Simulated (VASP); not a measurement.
# ZnCd3Ni (Pm-3m) in VASP: further runs, part 2 of 2

VASP 6.6.1.

## (4) Relaxation of cell and atoms, r2SCAN

File POSCAR:

```
ZnCd3Ni
1.0
    4.4881821483      0.0000000000      0.0000000000
    0.0000000000      4.4881821483      0.0000000000
    0.0000000000      0.0000000000      4.4881821483
Zn Cd Ni
1 3 1
Direct
    0.0000000000      0.0000000000      0.0000000000
    0.0000000000      0.5000000000      0.5000000000
    0.5000000000      0.0000000000      0.5000000000
    0.5000000000      0.5000000000      0.0000000000
    0.5000000000      0.5000000000      0.5000000000
```

File INCAR.step1:

```
PREC     = Accurate       # precision mode
ENCUT    = 600            # plane-wave cutoff, eV
ISMEAR   = 0              # smearing method
SIGMA    = 0.1            # smearing width, eV
LREAL    = F              # projectors in reciprocal space
LASPH    = T              # aspherical terms in the spheres
NELM     = 60             # most SCF steps
GGA      = PE             # functional
ALGO     = Normal         # electronic algorithm
EDIFF    = 1E-4           # SCF threshold, eV
LWAVE    = T              # write WAVECAR
LCHARG   = F              # write CHGCAR
```

File INCAR.step2:

```
PREC     = Accurate       # precision mode
ENCUT    = 600            # plane-wave cutoff, eV
EDIFF    = 1E-7           # SCF threshold, eV
ISMEAR   = 0              # smearing method
SIGMA    = 0.1            # smearing width, eV
LREAL    = F              # projectors in reciprocal space
LASPH    = T              # aspherical terms in the spheres
NELM     = 60             # most SCF steps
ALGO     = Normal         # electronic algorithm
ISIF     = 3              # what is computed and relaxed
LWAVE    = F              # write WAVECAR
LCHARG   = F              # write CHGCAR
METAGGA  = R2SCAN         # meta-GGA
LMIXTAU  = T            
IBRION   = 2              # ionic algorithm
NSW      = 90             # ionic steps
EDIFFG   = -0.04          # ionic threshold
ISTART   = 1
```

File KPOINTS:

```
Automatic mesh
0
Gamma
  4 4 4
```

Potentials or basis: VASP PAW PBE potentials, release 64 (Zn, Cd, Ni).

Launch:

```
$ cat potpaw_PBE.64/Zn/POTCAR potpaw_PBE.64/Cd/POTCAR potpaw_PBE.64/Ni/POTCAR > POTCAR
$ cp INCAR.step1 INCAR
$ mpirun -np 1 vasp_std > vasp.out
$ cp INCAR.step2 INCAR
$ mpirun -np 1 vasp_std > vasp.out
```

OUTCAR:

```text
PREC = Accurate
   ENCUT = 600
   EDIFF = 1E-7
   ISMEAR = 0
   LREAL = F
   LASPH = T
   NELM = 60
   ISIF = 3
   METAGGA = R2SCAN
   IBRION = 2
   NSW = 90
   EDIFFG = -0.04
   ISTART = 1

 ion  position               nearest neighbor table
   1  0.000  0.000  0.000-   2 3.17   3 3.17   4 3.17   2 3.17   3 3.17   2 3.17   4 3.17   2 3.17
                             3 3.17   4 3.17   3 3.17   4 3.17
   2  0.000  0.500  0.500-   5 2.24   5 2.24   4 3.17   1 3.17   1 3.17   4 3.17   1 3.17   3 3.17
                             1 3.17   3 3.17   4 3.17   3 3.17   4 3.17   3 3.17
   3  0.500  0.000  0.500-   5 2.24   5 2.24   4 3.17   1 3.17   1 3.17   4 3.17   2 3.17   4 3.17
                             2 3.17   4 3.17   1 3.17   2 3.17   1 3.17   2 3.17
   4  0.500  0.500  0.000-   5 2.24   5 2.24   3 3.17   1 3.17   2 3.17   3 3.17   2 3.17   1 3.17
                             3 3.17   3 3.17   1 3.17   2 3.17   2 3.17   1 3.17
   5  0.500  0.500  0.500-   2 2.24   3 2.24   4 2.24   4 2.24   3 2.24   2 2.24

  LATTYP: Found a simple cubic cell.
 ALAT       =     4.4881821483

  Lattice vectors:

 A1 = (   4.4881821483,   0.0000000000,   0.0000000000)
 A2 = (   0.0000000000,   4.4881821483,   0.0000000000)
 A3 = (   0.0000000000,   0.0000000000,   4.4881821483)

Analysis of symmetry for initial positions (statically):
=====================================================================
 Subroutine PRICEL returns:
 Original cell was already a primitive cell.

 Routine SETGRP: Setting up the symmetry group for a
 simple cubic supercell.

 Subroutine GETGRP returns: Found 48 space group operations
 (whereof 48 operations were pure point group operations)
 out of a pool of 48 trial point group operations.

The static configuration has the point symmetry O_h .

Analysis of symmetry for dynamics (positions and initial velocities):
=====================================================================
 Subroutine PRICEL returns:
 Original cell was already a primitive cell.

 Routine SETGRP: Setting up the symmetry group for a
 simple cubic supercell.

 Subroutine GETGRP returns: Found 48 space group operations
 (whereof 48 operations were pure point group operations)
 out of a pool of 48 trial point group operations.

The dynamic configuration has the point symmetry O_h .

 Subroutine INISYM returns: Found 48 space group operations
 (whereof 48 operations are pure point group operations),
 and found     1 'primitive' translations

----------------------------------------------------------------------------------------

                                     Primitive cell

  volume of cell :      90.4089

  direct lattice vectors                    reciprocal lattice vectors
     4.488182148  0.000000000  0.000000000     0.222807357  0.000000000  0.000000000
     0.000000000  4.488182148  0.000000000     0.000000000  0.222807357  0.000000000
     0.000000000  0.000000000  4.488182148     0.000000000  0.000000000  0.222807357

  length of vectors
     4.488182148  4.488182148  4.488182148     0.222807357  0.222807357  0.222807357

  position of ions in fractional coordinates (direct lattice)
     0.000000000  0.000000000  0.000000000
     0.000000000  0.500000000  0.500000000
     0.500000000  0.000000000  0.500000000
     0.500000000  0.500000000  0.000000000
     0.500000000  0.500000000  0.500000000

  ion indices of the primitive-cell ions
   primitive index   ion index
                 1           1
                 2           2
                 3           3
[... 41 lines left out ...]
   k-points           NKPTS =     10   k-points in BZ     NKDIM =     10   number of bands    NBANDS=     34
   number of dos      NEDOS =    301   number of ions     NIONS =      5
   total plane-waves  NPLWV =  46656
   dimension x,y,z NGX =    36 NGY =   36 NGZ =   36
   dimension x,y,z NGXF=    72 NGYF=   72 NGZF=   72
   ions per type =               1   3   1
   NGX,Y,Z   is equivalent  to a cutoff of  13.33, 13.33, 13.33 a.u.
   NGXF,Y,Z  is equivalent  to a cutoff of  26.67, 26.67, 26.67 a.u.
 SYSTEM =  unknown system
   PREC   = accura    normal or accurate (medium, high low for compatibility)
   ISTART =      1    job   : 0-new  1-cont  2-samecut
   ICHARG =      0    charge: 1-file 2-atom 10-const
   ISPIN  =      1    spin polarized calculation?
   LNONCOLLINEAR =      F non collinear calculations
   LSORBIT =      F    spin-orbit coupling
   LASPH  =      T    aspherical Exc in radial PAW
   ENCUT  =  600.0 eV  44.10 Ry    6.64 a.u.   8.96  8.96  8.96*2*pi/ulx,y,z
   NELM   =     60;   NELMIN=  2; NELMDL=  0     # of ELM steps
   EDIFF  = 0.1E-06   stopping-criterion for ELM
   LREAL  =      F    real-space projection
   EDIFFG = -.4E-01   stopping-criterion for IOM
   NSW    =     90    number of steps for IOM
   IBRION =      2    ionic relax: 0-MD 1-quasi-New 2-CG
   NFREE  =      1    steps in history (QN), initial steepest desc. (CG)
   ISIF   =      3    stress and relaxation
   ISYM   =      2    0-nonsym 1-usesym 2-fastsym
   POTIM  = 0.5000    time-step for ionic-motion
   TEBEG  =    0.0;   TEEND  =   0.0 temperature during run
   PSTRESS=    0.0 pullay stress
   NELECT =      58.0000    total number of electrons
   NUPDOWN=      -1.0000    fix difference up-down
   EMIN   =  10.00;   EMAX   =-10.00  energy-range for DOS
   EFERMI =   0.00;   METHOD = LEGACY
   ISMEAR =     0;   SIGMA  =   0.10  broadening in eV -4-tet -1-fermi 0-gaus
   EFERMI_NEDOS =   21; number of points for ismear=-14 and -15
   IALGO  =     38    algorithm
   IMIX   =      4    mixing-type and parameters
     AMIX     =   0.40;   BMIX     =  1.00
     AMIX_MAG =   1.60;   BMIX_MAG =  1.00
  volume/ion in A,a.u.               =      18.08       122.02
  Fermi-wavevector in a.u.,A,eV,Ry     =   1.411932  2.668164 27.123910  1.993551
  Thomas-Fermi vector in A             =   2.533732
   LORBIT       =      0    0 simple, 1 ext, 2 COOP (PROOUT), +10 PAW based schemes
   METAGGA = R2SCAN    functional components
   LHFCALC =     F    Hartree Fock is set to
   AEXX    =    0.0000 exact exchange contribution
   IVDW    =     0    specifies the selected vdW correction
   LEPSILON=     F    determine dielectric tensor
   LRPA    =     F    only Hartree local field effects (RPA)
 conjugate gradient relaxation of ions
 non-spin polarized calculation
 Gauss-broadening in eV      SIGMA  =   0.10
  energy-cutoff  :      600.00
  volume of cell :       90.41
 maximum number of plane-waves:      3031
 NGX is ok and might be reduce to    36
   NGX = 17   NGY = 17   NGZ = 17

--------------------------------------- Ionic step        1  -------------------------------------------

 number of electron      58.0000048 magnetization

 Free energy of the ion-electron system (eV)
  ---------------------------------------------------
  ext. energy  EPLUGINS =         0.00000000
  ---------------------------------------------------
  free energy    TOTEN  =       -77.74778814 eV

  energy without entropy =      -77.74020749  energy(sigma->0) =      -77.74399781

------------------------ aborting loop because EDIFF is reached ----------------------------------------

  FORCE on cell =-STRESS in cart. coord.  units (eV):
  Direction    XX          YY          ZZ          XY          YZ          ZX
  --------------------------------------------------------------------------------------
  -------------------------------------------------------------------------------------
  Total       13.3597550     13.3597550     13.3597550     -0.0000000     -0.0000000      0.0000000
  in kB      236.7541800    236.7541800    236.7541800     -0.0000000     -0.0000000      0.0000000
  external PRESSURE =     236.7541800 kB  Pullay stress =       0.0000000 kB
[... 26 lines left out ...]
--------------------------------------- Ionic step        2  -------------------------------------------

 number of electron      58.0000043 magnetization

 E-fermi :   1.0932     XC(G=0):  -9.9858

 val. band max:        0.9824000535   @ k =   0.2500   0.0000   0.0000
 cond. band min:       1.1829568197   @ k =   0.2500   0.2500   0.0000
 fundamental gap:      0.2005567663
 Fermi energy:         1.0932162983

 k-point     1 :       0.0000    0.0000    0.0000
  band No.  band energies     occupation
      1      -8.1804      2.00000
      2      -7.8148      2.00000
      3      -7.8148      2.00000
      4      -7.8148      2.00000
      5      -7.5904      2.00000
      6      -7.5904      2.00000
[... 436 lines left out ...]
--------------------------------------- Ionic step        4  -------------------------------------------

 number of electron      57.9999994 magnetization

 Free energy of the ion-electron system (eV)
  ---------------------------------------------------
  ext. energy  EPLUGINS =         0.00000000
  ---------------------------------------------------
  free energy    TOTEN  =       -79.25125091 eV

  energy without entropy =      -79.23116587  energy(sigma->0) =      -79.24120839

 E-fermi :   1.6479     XC(G=0): -10.5028

 val. band max:        1.6176269561   @ k =   0.5000   0.5000   0.5000
 cond. band min:       1.6719226065   @ k =   0.2500   0.0000   0.0000
 fundamental gap:      0.0542956503
 Fermi energy:         1.6479303102

 k-point     1 :       0.0000    0.0000    0.0000
  band No.  band energies     occupation
      1      -7.9395      2.00000
      2      -7.4933      2.00000
      3      -7.4933      2.00000
      4      -7.4933      2.00000
      5      -7.2188      2.00000
      6      -7.2188      2.00000
[... 391 lines left out ...]
  FREE ENERGIE OF THE ION-ELECTRON SYSTEM (eV)
  ---------------------------------------------------
  free  energy   TOTEN  =       -79.2512509148 eV

  energy  without entropy=      -79.2311658718  energy(sigma->0) =      -79.24120839

 reached required accuracy - stopping structural energy minimisation
```

Run time: 8.5 min. Hardware: 1 thread of AMD EPYC 9R45 (Zen 5), shared host; peak memory 0.22 GiB.

Results:

- Free energy: -79.2513 eV
- Relaxed volume: 23.67 Å³/atom
- Relaxed cell: a = 4.909 Å, b = 4.909 Å, c = 4.909 Å, α = 90.00°, β = 90.00°, γ = 90.00°
- Space group after relaxing (to 0.1 Å): Pm-3m (No. 221)
- Energy gained by relaxing: 300.7 meV/atom
- Ionic steps: 4
- Pressure after relaxing: 0.0 GPa
- Band gap on the k mesh: zero (bands 29 and 30 overlap by 2.61 eV)

Step by step:
```
step  energy change (eV)  largest force (eV/Å)  pressure (GPa)  volume (Å³)
   1              0.0000                0.0000           23.68        90.41
   2             -1.3967                0.0000           -2.89       130.07
   3             -1.5020                0.0000            0.36       117.07
   4             -1.5035                0.0000            0.02       118.33
```

Final structure:
```
Zn Cd Ni
1.0
     4.90943    0.00000    0.00000
     0.00000    4.90943    0.00000
     0.00000    0.00000    4.90943
Zn Cd Ni
1 3 1
Direct
  0.00000 0.00000 0.00000
  0.00000 0.50000 0.50000
  0.50000 0.00000 0.50000
  0.50000 0.50000 0.00000
  0.50000 0.50000 0.50000
```

Levels at points of the mesh, in eV from the Fermi level:
```tsv
k point	band 25	band 26	band 27	band 28	band 29	band 30	band 31	band 32	band 33	band 34
(0.00, 0.00, 0.00)	-1.04	-1.04	-0.78	-0.63	-0.63	-0.63	1.97	1.97	4.69	4.69
(0.50, 0.00, 0.00)	-1.33	-1.33	-1.04	-0.04	1.00	1.00	2.34	2.34	2.55	2.90
(0.50, 0.50, 0.00)	-1.69	-1.61	-1.31	-1.31	-1.27	2.45	3.54	3.54	3.55	4.02
(0.50, 0.50, 0.50)	-2.21	-2.15	-2.15	-2.15	-1.61	-1.61	-0.03	-0.03	-0.03	9.56
```

Caveat: the volume moved by over 15 % at a fixed basis, so the end points are rough; the PAW data sets were made with another functional, which shifts forces and pressure a little. Spin polarisation is off, so any magnetic state and its effect on volume and gap are missing.

The gap in the log of VASP goes by the Fermi energy; the results here count the filled bands.